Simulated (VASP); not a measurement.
Crystal: Re.

```xyz
1
Lattice="2.5278 0.0000 0.0000 0.0000 2.5278 0.0000 0.0000 0.0000 2.5278" Properties=species:S:1:pos:R:3 pbc="T T T"
Re    0.0000    0.0000    0.0000
```

| Item | Value |
| --- | --- |
| Program | VASP 6.6.1 |
| Task | relaxation of cell and atoms |
| Functional | PBE |
| Potentials or basis | VASP PAW PBE potentials, release 64 (Re) |
| Cutoff | 600 eV |
| k mesh | 15 × 15 × 15 |
| Occupations | fermi-dirac, width 0.08 eV |
| Spin | no spin polarisation |

At the start: pressure 16.3 GPa; volume 16.15 Å³/atom.

Problem. How do energy, volume and symmetry change on relaxing?

Solution. Over 4 steps the energy falls by 44.5 meV/atom and the volume is 17.07 Å³/atom (+5.7 %); space group Pm-3m (No. 221, to 0.05 Å).

Step by step:
```tsv
step	energy change (eV)	largest force (eV/Å)	pressure (GPa)	volume (Å³)
1	0.0000	0.0000	16.32	16.15
2	0.3198	0.0000	-30.70	20.31
3	-0.0442	0.0000	-1.13	17.14
4	-0.0445	0.0000	-0.02	17.07
```

Final structure:
```
CELL_PARAMETERS angstrom
2.57493 0.00000 0.00000
0.00000 2.57493 0.00000
0.00000 0.00000 2.57493
ATOMIC_POSITIONS crystal
Re 0.00000 0.00000 0.00000
```
